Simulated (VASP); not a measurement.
# KSnO3 (Pm-3m) in VASP: further runs, part 2 of 2

VASP 6.6.1.

### 3 Single point, LDA

This run uses another cell than the first one, of 13.30 Å³/atom, 1.015 times its volume.

INCAR reads:

```
  ALGO = Normal
  EDIFF = 1E-6
  ENCUT = 520
  GGA = CA
  ISIF = 2
  ISMEAR = 0
  LASPH = T
  LCHARG = F
  LREAL = F
  LWAVE = F
  NBANDS = 28
  NELM = 80
  PREC = Accurate
  SIGMA = 0.05
```

KPOINTS reads:

```
k-points
0
Gamma
  4 4 4
```

POSCAR reads:

```
KSnO3
1.0
    4.0516053316      0.0000000000      0.0000000000
    0.0000000000      4.0516053316      0.0000000000
    0.0000000000      0.0000000000      4.0516053316
K Sn O
1 1 3
Direct
    0.0000000000      0.0000000000      0.0000000000
    0.5000000000      0.5000000000      0.5000000000
    0.5000000000      0.5000000000      0.0000000000
    0.0000000000      0.5000000000      0.5000000000
    0.5000000000      0.0000000000      0.5000000000
```

Potentials or basis: VASP PAW LDA potentials, release 64 (K_sv, Sn_d, O).

Run with:

```sh
cat potpaw_LDA.64/K_sv/POTCAR potpaw_LDA.64/Sn_d/POTCAR potpaw_LDA.64/O/POTCAR > POTCAR
mpirun -np 1 vasp_std > vasp.out
```

OUTCAR:

```text
EDIFF = 1E-6
   ENCUT = 520
   GGA = CA
   ISIF = 2
   ISMEAR = 0
   LASPH = T
   LREAL = F
   NELM = 80
   PREC = Accurate

 ion  position               nearest neighbor table
   1  0.000  0.000  0.000-   3 2.86   4 2.86   5 2.86   4 2.86   5 2.86   3 2.86   4 2.86   4 2.86
                             3 2.86   5 2.86   5 2.86   3 2.86   2 3.51   2 3.51   2 3.51   2 3.51
   2  0.500  0.500  0.500-   3 2.03   4 2.03   5 2.03   3 2.03   5 2.03   4 2.03   1 3.51   1 3.51
                             1 3.51   1 3.51   1 3.51   1 3.51   1 3.51   1 3.51
   3  0.500  0.500  0.000-   2 2.03   2 2.03   1 2.86   1 2.86   1 2.86   1 2.86
   4  0.000  0.500  0.500-   2 2.03   2 2.03   1 2.86   1 2.86   1 2.86   1 2.86
   5  0.500  0.000  0.500-   2 2.03   2 2.03   1 2.86   1 2.86   1 2.86   1 2.86

  LATTYP: Found a simple cubic cell.
 ALAT       =     4.0516053316

  Lattice vectors:

 A1 = (   4.0516053316,   0.0000000000,   0.0000000000)
 A2 = (   0.0000000000,   4.0516053316,   0.0000000000)
 A3 = (   0.0000000000,   0.0000000000,   4.0516053316)

Analysis of symmetry for initial positions (statically):
=====================================================================
 Subroutine PRICEL returns:
 Original cell was already a primitive cell.

 Routine SETGRP: Setting up the symmetry group for a
 simple cubic supercell.

 Subroutine GETGRP returns: Found 48 space group operations
 (whereof 48 operations were pure point group operations)
 out of a pool of 48 trial point group operations.

The static configuration has the point symmetry O_h .

Analysis of symmetry for dynamics (positions and initial velocities):
=====================================================================
 Subroutine PRICEL returns:
 Original cell was already a primitive cell.

 Routine SETGRP: Setting up the symmetry group for a
 simple cubic supercell.

 Subroutine GETGRP returns: Found 48 space group operations
 (whereof 48 operations were pure point group operations)
 out of a pool of 48 trial point group operations.

The dynamic configuration has the point symmetry O_h .

 Subroutine INISYM returns: Found 48 space group operations
 (whereof 48 operations are pure point group operations),
 and found     1 'primitive' translations

----------------------------------------------------------------------------------------

                                     Primitive cell

  volume of cell :      66.5092

  direct lattice vectors                    reciprocal lattice vectors
     4.051605332  0.000000000  0.000000000     0.246815748  0.000000000  0.000000000
     0.000000000  4.051605332  0.000000000     0.000000000  0.246815748  0.000000000
     0.000000000  0.000000000  4.051605332     0.000000000  0.000000000  0.246815748

  length of vectors
     4.051605332  4.051605332  4.051605332     0.246815748  0.246815748  0.246815748

  position of ions in fractional coordinates (direct lattice)
     0.000000000  0.000000000  0.000000000
     0.500000000  0.500000000  0.500000000
     0.500000000  0.500000000  0.000000000
     0.000000000  0.500000000  0.500000000
     0.500000000  0.000000000  0.500000000

  ion indices of the primitive-cell ions
[... 31 lines left out ...]
 Found     10 irreducible k-points:

 Following reciprocal coordinates:
            Coordinates               Weight
  0.000000  0.000000  0.000000      1.000000
  0.250000  0.000000  0.000000      6.000000
  0.500000  0.000000  0.000000      3.000000
  0.250000  0.250000  0.000000     12.000000
  0.500000  0.250000  0.000000     12.000000
  0.500000  0.500000  0.000000      3.000000
  0.250000  0.250000  0.250000      8.000000
  0.500000  0.250000  0.250000     12.000000
  0.500000  0.500000  0.250000      6.000000
  0.500000  0.500000  0.500000      1.000000
   k-points           NKPTS =     10   k-points in BZ     NKDIM =     10   number of bands    NBANDS=     28
   number of dos      NEDOS =    301   number of ions     NIONS =      5
   total plane-waves  NPLWV =  27000
   dimension x,y,z NGX =    30 NGY =   30 NGZ =   30
   dimension x,y,z NGXF=    60 NGYF=   60 NGZF=   60
   ions per type =               1   1   3
   NGX,Y,Z   is equivalent  to a cutoff of  12.31, 12.31, 12.31 a.u.
   NGXF,Y,Z  is equivalent  to a cutoff of  24.62, 24.62, 24.62 a.u.
 SYSTEM =  unknown system
   PREC   = accura    normal or accurate (medium, high low for compatibility)
   ISTART =      0    job   : 0-new  1-cont  2-samecut
   ICHARG =      2    charge: 1-file 2-atom 10-const
   ISPIN  =      1    spin polarized calculation?
   LNONCOLLINEAR =      F non collinear calculations
   LSORBIT =      F    spin-orbit coupling
   LASPH  =      T    aspherical Exc in radial PAW
   ENCUT  =  520.0 eV  38.22 Ry    6.18 a.u.   7.53  7.53  7.53*2*pi/ulx,y,z
   NELM   =     80;   NELMIN=  2; NELMDL= -5     # of ELM steps
   EDIFF  = 0.1E-05   stopping-criterion for ELM
   LREAL  =      F    real-space projection
   EDIFFG = 0.1E-04   stopping-criterion for IOM
   NSW    =      0    number of steps for IOM
   IBRION =     -1    ionic relax: 0-MD 1-quasi-New 2-CG
   NFREE  =      0    steps in history (QN), initial steepest desc. (CG)
   ISIF   =      2    stress and relaxation
   ISYM   =      2    0-nonsym 1-usesym 2-fastsym
   POTIM  = 0.5000    time-step for ionic-motion
   TEBEG  =    0.0;   TEEND  =   0.0 temperature during run
   PSTRESS=    0.0 pullay stress
   NELECT =      41.0000    total number of electrons
   NUPDOWN=      -1.0000    fix difference up-down
   EMIN   =  10.00;   EMAX   =-10.00  energy-range for DOS
   EFERMI =   0.00;   METHOD = LEGACY
   ISMEAR =     0;   SIGMA  =   0.05  broadening in eV -4-tet -1-fermi 0-gaus
   EFERMI_NEDOS =   21; number of points for ismear=-14 and -15
   IALGO  =     38    algorithm
   IMIX   =      4    mixing-type and parameters
     AMIX     =   0.40;   BMIX     =  1.00
     AMIX_MAG =   1.60;   BMIX_MAG =  1.00
  volume/ion in A,a.u.               =      13.30        89.77
  Fermi-wavevector in a.u.,A,eV,Ry     =   1.393293  2.632941 26.412502  1.941264
  Thomas-Fermi vector in A             =   2.516953
   LORBIT       =      0    0 simple, 1 ext, 2 COOP (PROOUT), +10 PAW based schemes
   GGA     = CA    functional components
   LHFCALC =     F    Hartree Fock is set to
   AEXX    =    0.0000 exact exchange contribution
   IVDW    =     0    specifies the selected vdW correction
   LEPSILON=     F    determine dielectric tensor
   LRPA    =     F    only Hartree local field effects (RPA)
 non-spin polarized calculation
 Gauss-broadening in eV      SIGMA  =   0.05
  energy-cutoff  :      520.00
  volume of cell :       66.51
 maximum number of plane-waves:      1856
   NGX = 15   NGY = 15   NGZ = 15

 number of electron      40.9999989 magnetization

 Free energy of the ion-electron system (eV)
  ---------------------------------------------------
  ext. energy  EPLUGINS =         0.00000000
  ---------------------------------------------------
  free energy    TOTEN  =       -29.65012963 eV

  energy without entropy =      -29.64254104  energy(sigma->0) =      -29.64633533

 E-fermi :   2.3321     XC(G=0): -11.1688

 val. band max:        2.2755707899   @ k =   0.2500   0.2500   0.2500
 cond. band min:       2.3396820190   @ k =   0.5000   0.2500   0.0000
 fundamental gap:      0.0641112291
 Fermi energy:         2.3320906438

 k-point     1 :       0.0000    0.0000    0.0000
  band No.  band energies     occupation
      1     -23.9461      2.00000
      2     -17.7208      2.00000
      3     -17.7208      2.00000
      4     -16.6986      2.00000
      5     -16.6986      2.00000
      6     -16.6986      2.00000
[... 299 lines left out ...]
     27      14.9191      0.00000
     28      14.9731      0.00000

------------------------ aborting loop because EDIFF is reached ----------------------------------------

  FORCE on cell =-STRESS in cart. coord.  units (eV):
  Direction    XX          YY          ZZ          XY          YZ          ZX
  --------------------------------------------------------------------------------------
  -------------------------------------------------------------------------------------
  Total        0.2862485      0.2862485      0.2862485     -0.0000000      0.0000000     -0.0000000
  in kB        6.8956057      6.8956057      6.8956057     -0.0000000      0.0000000     -0.0000000
  external PRESSURE =       6.8956057 kB  Pullay stress =       0.0000000 kB

 VOLUME and BASIS-vectors are now :
 -----------------------------------------------------------------------------
  energy-cutoff  :      520.00
  volume of cell :       66.51
      direct lattice vectors                 reciprocal lattice vectors
     4.051605332  0.000000000  0.000000000     0.246815748  0.000000000  0.000000000
     0.000000000  4.051605332  0.000000000     0.000000000  0.246815748  0.000000000
     0.000000000  0.000000000  4.051605332     0.000000000  0.000000000  0.246815748

 POSITION                                       TOTAL-FORCE (eV/Angst)
 -----------------------------------------------------------------------------------
      0.00000      0.00000      0.00000         0.000000      0.000000      0.000000
      2.02580      2.02580      2.02580         0.000000      0.000000      0.000000
      2.02580      2.02580      0.00000         0.000000      0.000000      0.000000
      0.00000      2.02580      2.02580         0.000000      0.000000      0.000000
      2.02580      0.00000      2.02580         0.000000      0.000000      0.000000
 -----------------------------------------------------------------------------------
    total drift:                                0.000000      0.000000     -0.000000

  FREE ENERGIE OF THE ION-ELECTRON SYSTEM (eV)
  ---------------------------------------------------
  free  energy   TOTEN  =       -29.6501296257 eV

  energy  without entropy=      -29.6425410356  energy(sigma->0) =      -29.64633533
```

Run time: 13 s. Hardware: 1 thread of Intel Xeon Platinum 8375C at 2.90GHz (Ice Lake), shared host; peak memory 0.15 GiB.

What came out:

* Free energy: -29.6501 eV
* Pressure: 0.7 GPa

Caveat: the k points lie up to 0.39 Å⁻¹ apart; spin-orbit coupling is left out, which moves the levels of the heavy elements; an odd number of electrons without spin polarisation forces a metal; a magnetic or distorted state may lie lower.

### 4 Single point, LDA

This run uses another cell than the first one, of 13.30 Å³/atom, 1.015 times its volume.

INCAR reads:

```
PREC = Accurate
ENCUT = 520
EDIFF = 1E-7
ISMEAR = 0
SIGMA = 0.05
LREAL = F
LASPH = T
NELM = 100
ALGO = Normal
ISIF = 2
LWAVE = F
LCHARG = F
NBANDS = 28
```

KPOINTS reads:

```
regular mesh
0
Gamma
  4 4 4
```

POSCAR is that of step 3.

Run with:

```sh
cat potpaw_LDA.64/K_sv/POTCAR potpaw_LDA.64/Sn_d/POTCAR potpaw_LDA.64/O/POTCAR > POTCAR
mpirun -np 1 vasp_std > vasp.out
```

It took 19 s on 1 thread of Intel Xeon Platinum 8375C at 2.90GHz (Ice Lake), shared host; peak memory 0.15 GiB.

The run converged. Its results:

```yaml
Free_energy: -29.6501 eV
Pressure: 0.7 GPa
```

Levels at points of the mesh, in eV from the Fermi level:
```csv
k point,band 16,band 17,band 18,band 19,band 20,band 21,band 22,band 23,band 24,band 25
"(0.00, 0.00, 0.00)",-0.53,-0.53,-0.53,-0.36,-0.36,-0.36,1.99,7.86,8.36,8.36
"(0.50, 0.00, 0.00)",-1.90,-0.95,-0.69,-0.69,-0.59,-0.59,5.86,9.01,9.76,10.88
"(0.50, 0.50, 0.00)",-1.09,-1.09,-0.94,-0.94,-0.30,0.43,8.06,9.46,9.46,10.64
"(0.50, 0.50, 0.50)",-1.78,-0.29,-0.29,0.47,0.47,0.47,7.42,7.42,7.42,10.15
```

Caveat: the k points lie up to 0.39 Å⁻¹ apart; spin-orbit coupling is left out, which moves the levels of the heavy elements; an odd number of electrons without spin polarisation forces a metal; a magnetic or distorted state may lie lower.

### 5 Single point, LDA

This run uses another cell than the first one, of 13.50 Å³/atom, 1.030 times its volume.

INCAR reads:

```
SYSTEM = KSnO3
PREC = Accurate
ENCUT = 520
EDIFF = 1E-6
ISMEAR = 0
SIGMA = 0.05
LREAL = .FALSE.
LASPH = .TRUE.
NELM = 60
ALGO = Normal
ISIF = 2
LWAVE = .FALSE.
LCHARG = .FALSE.
GGA = CA
NBANDS = 28
```

KPOINTS reads:

```
regular mesh
0
G
  4 4 4
  0 0 0
```

Edit POSCAR of step 4 so:

```diff
@@ -2,5 +2,5 @@
 1.0
-    4.0516053316      0.0000000000      0.0000000000
-    0.0000000000      4.0516053316      0.0000000000
-    0.0000000000      0.0000000000      4.0516053316
+    4.0717629038      0.0000000000      0.0000000000
+    0.0000000000      4.0717629038      0.0000000000
+    0.0000000000      0.0000000000      4.0717629038
 K Sn O
```

Run with:

```sh
cat potpaw_LDA.64/K_sv/POTCAR potpaw_LDA.64/Sn_d/POTCAR potpaw_LDA.64/O/POTCAR > POTCAR
mpirun -np 1 vasp_std > vasp.out
```

Run time: 16 s. Hardware: 1 thread of Intel Xeon Platinum 8375C at 2.90GHz (Ice Lake), shared host; peak memory 0.15 GiB.

Results (log left out):

```yaml
Free_energy: -29.6491 eV
Pressure: -1.4 GPa
```

Levels at points of the mesh, in eV from the Fermi level:
```tsv
k point	band 16	band 17	band 18	band 19	band 20	band 21	band 22	band 23	band 24	band 25
(0.00, 0.00, 0.00)	-0.52	-0.52	-0.52	-0.36	-0.36	-0.36	1.79	7.77	8.34	8.34
(0.50, 0.00, 0.00)	-1.87	-0.93	-0.69	-0.69	-0.58	-0.58	5.66	8.90	9.72	10.85
(0.50, 0.50, 0.00)	-1.08	-1.08	-0.92	-0.92	-0.35	0.42	7.85	9.30	9.30	10.57
(0.50, 0.50, 0.50)	-1.76	-0.33	-0.33	0.46	0.46	0.46	7.32	7.32	7.32	9.91
```

Caveat: the k points lie up to 0.39 Å⁻¹ apart; spin-orbit coupling is left out, which moves the levels of the heavy elements; an odd number of electrons without spin polarisation forces a metal; a magnetic or distorted state may lie lower.

### 6 Overview

| cell | gap on the mesh (eV) | pressure (GPa) |
| --- | --- | --- |
| a = 4.031 Å, 5 atoms | none | 3.0 |
| a = 4.052 Å, 5 atoms | none | 0.7 |
| a = 4.072 Å, 5 atoms | none | -1.4 |

Alike in all rows: task single point; level LDA; potentials or basis VASP PAW LDA potentials, release 64 (K_sv, Sn_d, O); no spin polarisation; k mesh 4 × 4 × 4; cutoff (eV) 520; smearing gaussian 0.05 eV.

Caveats: all runs use coarse meshes; spin-orbit coupling is left out, which moves the levels of the heavy elements; an odd number of electrons without spin polarisation forces a metal; a magnetic or distorted state may lie lower.

Absolute energies hang on the potentials; compare differences alone.
